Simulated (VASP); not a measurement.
Set up this calculation in VASP 6.6.1, as the native input.

```yaml
Task: single point
Functional: PBEsol
Potentials_or_basis: VASP PAW PBE potentials, release 64 (Rb_sv, Pt)
Cutoff: 520 eV
k_mesh: 4 × 4 × 4
Occupations: methfessel-paxton, width 0.01 eV
Spin: no spin polarisation
Dipole_correction: no
Further_INCAR_settings: ALGO = Normal; EDIFF = 1e-07; NBANDS = 26
```

The structure of Rb3Pt lies in POSCAR:

```
Rb3Pt
1.0
    5.4987900000      0.0000000000      0.0000000000
    0.0000000000      5.4987900000      0.0000000000
    0.0000000000      0.0000000000      5.4987900000
Rb Pt
3 1
Direct
    0.0000000000      0.0000000000      0.5000000000
    0.0000000000      0.5000000000      0.0000000000
    0.5000000000      0.0000000000      0.0000000000
    0.5000000000      0.5000000000      0.5000000000
```

One way to write it, as run:

INCAR

```
PREC = Accurate
ENCUT = 520
EDIFF = 1E-7
ISMEAR = 1
SIGMA = 0.01
LREAL = False
LASPH = True
NELM = 80
ALGO = Normal
ISIF = 2
LWAVE = False
LCHARG = False
GGA = PS
NBANDS = 26
```

KPOINTS

```
Automatic mesh
0
Gamma
  4 4 4
```

Potentials or basis: VASP PAW PBE potentials, release 64 (Rb_sv, Pt).

Launch:

```sh
$ cat potpaw_PBE.64/Rb_sv/POTCAR potpaw_PBE.64/Pt/POTCAR > POTCAR
$ mpirun -np 1 vasp_std > vasp.out
```

Results of the run:

```yaml
Pressure: -1.1 GPa
Band_gap_on_the_k_mesh: zero (an odd number of electrons rules out a gap without spin polarisation)
```

Caveat: the PAW data sets were made with another functional, which shifts forces and pressure a little; spin-orbit coupling is left out, which moves the levels of the heavy elements.

Wall time 60 s on 1 thread of Intel Xeon 8259CL (shared host), peak memory 0.27 GiB.
